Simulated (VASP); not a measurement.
Runs of VASP 6.6.1 on Ge. The structure is that of space group Fd-3m (No. 227), or close to it. The cells are those of the table. 

| level | cell | k mesh | gap on the mesh (eV) | pressure (GPa) |
| --- | --- | --- | --- | --- |
| r2SCAN | a = 4.012 Å, angles 60.0°, 2 atoms | 12 × 12 × 12 | (a) | 0.1 |
| r2SCAN | a = 4.078 Å, angles 60.0°, 2 atoms | 12 × 12 × 12 | none | -3.0 |
| PBE | a = 4.034 Å, angles 60.0°, 2 atoms | 6 × 6 × 6 | none | 1.9 |
| PBE | a = 4.078 Å, angles 60.0°, 2 atoms | 6 × 6 × 6 | none | (b) |

Alike in all rows: task single point; potentials or basis VASP PAW PBE potentials, release 64 (Ge_d); no spin polarisation; cutoff (eV) 520; smearing gaussian 0.05 eV.

Problem. Estimate the missing entries.

Solution. (a) 0.32; (b) -0.1.

Caveats: the PAW data sets were made with another functional, which shifts forces and pressure a little (some runs).

A k mesh can miss the band edges, and the runs leave out spin-orbit coupling on Ge.

A gap of «none» marks levels without a gap at the run's occupations.
